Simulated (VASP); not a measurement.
# Ir (Immm) in VASP: a series of runs, part 2 of 2

VASP 6.6.1.

## 3. Single point, LDA (strain +0.0150 x Voigt [0, 0, 0, 0, 0, 1])

INCAR

```
ALGO     = Fast           # electronic algorithm
EDIFF    = 1E-6           # SCF threshold, eV
ENCUT    = 520            # plane-wave cutoff, eV
ISIF     = 2              # what is computed and relaxed
ISMEAR   = 0              # smearing method
LASPH    = T              # aspherical terms in the spheres
LCHARG   = F              # write CHGCAR
LREAL    = F              # projectors in reciprocal space
LWAVE    = F              # write WAVECAR
NBANDS   = 10             # bands
NELM     = 60             # most SCF steps
PREC     = Accurate       # precision mode
SIGMA    = 0.15           # smearing width, eV
```

KPOINTS

```
k-points
0
Gamma
  22 22 22
```

POSCAR

```
Ir
1.0
    0.0143977500      1.9197000000      1.9197000000
    1.9197000000      0.0143977500      1.9197000000
    1.9340977500      1.9340977500      0.0000000000
Ir
1
Direct
    0.0000000000      0.0000000000      0.0000000000
```

Potentials or basis: VASP PAW LDA potentials, release 64 (Ir).

The run is started by

```
$ cat potpaw_LDA.64/Ir/POTCAR > POTCAR
$ mpirun -np 1 vasp_std > vasp.out
```

Wall time 11 min (1 thread of AMD EPYC, shared host); peak memory 0.29 GiB.

Results (log left out):

```
Free energy            : -10.3208 eV
Pressure               : -6.0 GPa
Band gap on the k mesh : zero (an odd number of electrons rules out a gap without spin polarisation)
```

Stress tensor (GPa, compression positive):
```
-5.98 -4.04  0.00
-4.04 -5.98  0.00
 0.00  0.00 -6.14
```

Levels at points of the mesh, in eV from the Fermi level:
| k point | band 1 | band 2 | band 3 | band 4 | band 5 | band 6 | band 7 | band 8 | band 9 |
| --- | --- | --- | --- | --- | --- | --- | --- | --- | --- |
| (0.00, 0.00, 0.00) | -11.08 | -4.00 | -3.90 | -3.77 | -1.16 | -1.16 | 14.37 | 19.67 | 19.92 |
| (0.50, 0.00, 0.00) | -8.07 | -4.09 | -3.89 | -0.61 | 0.89 | 1.01 | 7.41 | 13.85 | 19.54 |
| (0.50, 0.50, 0.00) | -7.89 | -7.34 | 0.92 | 1.49 | 1.50 | 1.77 | 10.54 | 11.44 | 12.01 |
| (0.00, 0.00, 0.50) | -8.10 | -4.06 | -3.86 | -0.76 | 0.84 | 0.97 | 7.18 | 13.98 | 19.75 |
| (0.50, 0.00, 0.50) | -7.89 | -7.34 | 0.90 | 1.49 | 1.51 | 1.77 | 10.55 | 11.73 | 11.73 |

Caveat: the cell differs from its parent crystal (strain +0.0150 x Voigt [0, 0, 0, 0, 0, 1]); the cell stands under tension; spin-orbit coupling is left out, which moves the levels of the heavy elements.

## 4. Single point, LDA (strain -0.0100 x Voigt [0, 0, 0, 0, 0, 1])

INCAR

```
ALGO = Fast ; EDIFF = 1E-6
ENCUT = 520 ; ISIF = 2
ISMEAR = 0 ; LASPH = True
LCHARG = False ; LREAL = False
LWAVE = False ; NBANDS = 10
NELM = 80 ; PREC = Accurate
SIGMA = 0.15
```

KPOINTS is that of step 3.

POSCAR

```
Ir
1.0
   -0.0095985000      1.9197000000      1.9197000000
    1.9197000000     -0.0095985000      1.9197000000
    1.9101015000      1.9101015000      0.0000000000
Ir
1
Direct
    0.0000000000      0.0000000000      0.0000000000
```

The run is started by

```
$ cat potpaw_LDA.64/Ir/POTCAR > POTCAR
$ mpirun -np 1 vasp_std > vasp.out
```

Wall time 11 min (1 thread of AMD EPYC, shared host); peak memory 0.29 GiB.

It converged, with:

```yaml
Free_energy: -10.3222 eV
Pressure: -6.1 GPa
Band_gap_on_the_k_mesh: zero (an odd number of electrons rules out a gap without spin polarisation)
```

Stress tensor (GPa, compression positive):
```
-6.06  2.69  0.00
 2.69 -6.06  0.00
 0.00  0.00 -6.14
```

Levels at points of the mesh, in eV from the Fermi level:
```csv
k point,band 2,band 3,band 4,band 5,band 6,band 7
"(0.00, 0.00, 0.00)",-3.96,-3.89,-3.81,-1.16,-1.16,14.37
"(0.50, 0.00, 0.00)",-4.03,-3.90,-0.74,0.87,0.95,7.21
"(0.50, 0.50, 0.00)",-7.34,0.91,1.49,1.50,1.77,10.54
"(0.00, 0.00, 0.50)",-4.05,-3.92,-0.64,0.90,0.98,7.37
"(0.50, 0.00, 0.50)",-7.34,0.91,1.49,1.50,1.77,10.54
```

Caveat: the cell differs from its parent crystal (strain -0.0100 x Voigt [0, 0, 0, 0, 0, 1]); the cell stands under tension; spin-orbit coupling is left out, which moves the levels of the heavy elements.

## 5. Single point, LDA (strain +0.0050 x Voigt [0, 0, 0, 0, 0, 1])

INCAR

```
ALGO = Fast
EDIFF = 1E-7
ENCUT = 520
ISIF = 2
ISMEAR = 0
LASPH = True
LCHARG = False
LREAL = False
LWAVE = False
NBANDS = 10
NELM = 100
PREC = Accurate
SIGMA = 0.15
```

KPOINTS is that of step 4.

POSCAR

```
Ir
1.0
    0.0047992500      1.9197000000      1.9197000000
    1.9197000000      0.0047992500      1.9197000000
    1.9244992500      1.9244992500      0.0000000000
Ir
1
Direct
    0.0000000000      0.0000000000      0.0000000000
```

Potentials or basis: VASP PAW LDA potentials, release 64 (Ir).

The run is started by

```
$ cat potpaw_LDA.64/Ir/POTCAR > POTCAR
$ mpirun -np 1 vasp_std > vasp.out
```

OUTCAR:

```text
EDIFF = 1E-7
   ENCUT = 520
   ISIF = 2
   ISMEAR = 0
   LASPH = True
   LREAL = False
   NELM = 100
   PREC = Accurate

 ion  position               nearest neighbor table
   1  0.000  0.000  0.000-

  LATTYP: Found a body centered orthorhombic cell.
 ALAT       =     2.7080786112
 B/A-ratio  =     1.0050125313
 C/A-ratio  =     1.4177579573

  Lattice vectors:

 A1 = (   1.9197000000,   0.0047992500,  -1.9197000000)
 A2 = (  -1.9197000000,  -0.0047992500,  -1.9197000000)
 A3 = (   0.0047992500,   1.9197000000,   1.9197000000)

Analysis of symmetry for initial positions (statically):
=====================================================================
 Subroutine PRICEL returns:
 Original cell was already a primitive cell.

 Routine SETGRP: Setting up the symmetry group for a
 body centered orthorhombic supercell.

 Subroutine GETGRP returns: Found  8 space group operations
 (whereof  8 operations were pure point group operations)
 out of a pool of  8 trial point group operations.

The static configuration has the point symmetry D_2h.

[... 156 lines left out ...]

  energy without entropy =      -10.31076926  energy(sigma->0) =      -10.31693949

 E-fermi :  10.2777     XC(G=0): -14.1390

 val. band max:       10.2738606061   @ k =  -0.0455   0.1364   0.3636
 cond. band min:      10.2786458003   @ k =   0.3182   0.2273   0.1818
 fundamental gap:      0.0047851942
 Fermi energy:        10.2776606321

 k-point     1 :       0.0000    0.0000    0.0000
  band No.  band energies     occupation
      1      -0.7970      2.00000
      2       6.3517      2.00000
      3       6.3897      2.00000
      4       6.4297      2.00000
      5       9.1164      2.00000
      6       9.1167      2.00000
      7      24.6536      0.00000
      8      30.1098      0.00000
      9      30.1907      0.00000
     10      30.2715      0.00000
[... 287 lines left out ...]
 k-point    24 :      -0.4545    0.0455    0.0000
  band No.  band energies     occupation
      1       2.2795      2.00000
      2       6.2750      2.00000
      3       6.3344      2.00000
      4       9.0760      2.00000
      5      11.0561      0.00000
      6      11.6877      0.00000
      7      17.7806      0.00000
      8      24.3832      0.00000
      9      29.8133      0.00000
     10      30.1793      0.00000

 [... further k-points ...]
[... 5 lines left out ...]
  --------------------------------------------------------------------------------------
  -------------------------------------------------------------------------------------
  Total       -0.5300607     -0.5300607     -0.5317042     -0.1186923      0.0000000      0.0000000
  in kB      -60.0217701    -60.0217701    -60.2078709    -13.4401986      0.0000000      0.0000000
  external PRESSURE =     -60.0838037 kB  Pullay stress =       0.0000000 kB

 VOLUME and BASIS-vectors are now :
 -----------------------------------------------------------------------------
  energy-cutoff  :      520.00
  volume of cell :       14.15
      direct lattice vectors                 reciprocal lattice vectors
     0.004799250  1.919700000  1.919700000    -0.261110138  0.261110138  0.260457363
     1.919700000  0.004799250  1.919700000     0.261110138 -0.261110138  0.260457363
     1.924499250  1.924499250  0.000000000     0.259807844  0.259807844 -0.260457363

 POSITION                                       TOTAL-FORCE (eV/Angst)
 -----------------------------------------------------------------------------------
      0.00000      0.00000      0.00000         0.000000      0.000000      0.000000
 -----------------------------------------------------------------------------------
    total drift:                               -0.000000     -0.000000     -0.000000

  FREE ENERGIE OF THE ION-ELECTRON SYSTEM (eV)
  ---------------------------------------------------
  free  energy   TOTEN  =       -10.3231097069 eV

  energy  without entropy=      -10.3107692647  energy(sigma->0) =      -10.31693949
```

Wall time 12 min (1 thread of AMD EPYC, shared host); peak memory 0.29 GiB.

Results:

```yaml
Free_energy: -10.3231 eV
Pressure: -6.0 GPa
Band_gap_on_the_k_mesh: zero (an odd number of electrons rules out a gap without spin polarisation)
```

Stress tensor (GPa, compression positive):
```
-6.00 -1.34  0.00
-1.34 -6.00  0.00
 0.00  0.00 -6.02
```

Levels at points of the mesh, in eV from the Fermi level:
| k point | band 1 | band 2 | band 3 | band 4 | band 5 | band 6 | band 7 | band 8 |
| --- | --- | --- | --- | --- | --- | --- | --- | --- |
| (0.00, 0.00, 0.00) | -11.07 | -3.93 | -3.89 | -3.85 | -1.16 | -1.16 | 14.38 | 19.83 |
| (0.50, 0.00, 0.00) | -8.08 | -4.01 | -3.95 | -0.66 | 0.91 | 0.95 | 7.33 | 13.89 |
| (0.50, 0.50, 0.00) | -7.89 | -7.33 | 0.91 | 1.49 | 1.50 | 1.77 | 10.54 | 11.63 |
| (0.00, 0.00, 0.50) | -8.09 | -4.00 | -3.94 | -0.71 | 0.90 | 0.94 | 7.25 | 13.94 |
| (0.50, 0.00, 0.50) | -7.89 | -7.33 | 0.91 | 1.49 | 1.50 | 1.77 | 10.54 | 11.73 |

Caveat: the cell differs from its parent crystal (strain +0.0050 x Voigt [0, 0, 0, 0, 0, 1]); the cell stands under tension; spin-orbit coupling is left out, which moves the levels of the heavy elements.

## 6. The runs side by side

| cell | further INCAR settings | gap on the mesh (eV) | pressure (GPa) |
| --- | --- | --- | --- |
| a = 2.715, b = 2.715, c = 2.688 Å, angles 60.3, 60.3, 60.7°, 1 atom | ALGO = Fast; EDIFF = 1e-07; NBANDS = 10 | none | -5.8 |
| a = 2.715, b = 2.715, c = 2.735 Å, angles 59.8, 59.8, 59.5°, 1 atom | ALGO = Fast; EDIFF = 1e-06; NBANDS = 10 | none | -6.0 |
| a = 2.715, b = 2.715, c = 2.701 Å, angles 60.2, 60.2, 60.3°, 1 atom | ALGO = Fast; EDIFF = 1e-06; NBANDS = 10 | none | -6.1 |
| a = 2.715, b = 2.715, c = 2.722 Å, angles 59.9, 59.9, 59.8°, 1 atom | ALGO = Fast; EDIFF = 1e-07; NBANDS = 10 | none | -6.0 |

Alike in all rows: task single point; level LDA; potentials or basis VASP PAW LDA potentials, release 64 (Ir); no spin polarisation; k mesh 22 × 22 × 22; cutoff (eV) 520; smearing gaussian 0.15 eV.

Caveats: the cell stands under tension; spin-orbit coupling is left out, which moves the levels of the heavy elements.

Total energies depend on the potentials used, so only differences within one code and one set of settings carry meaning.
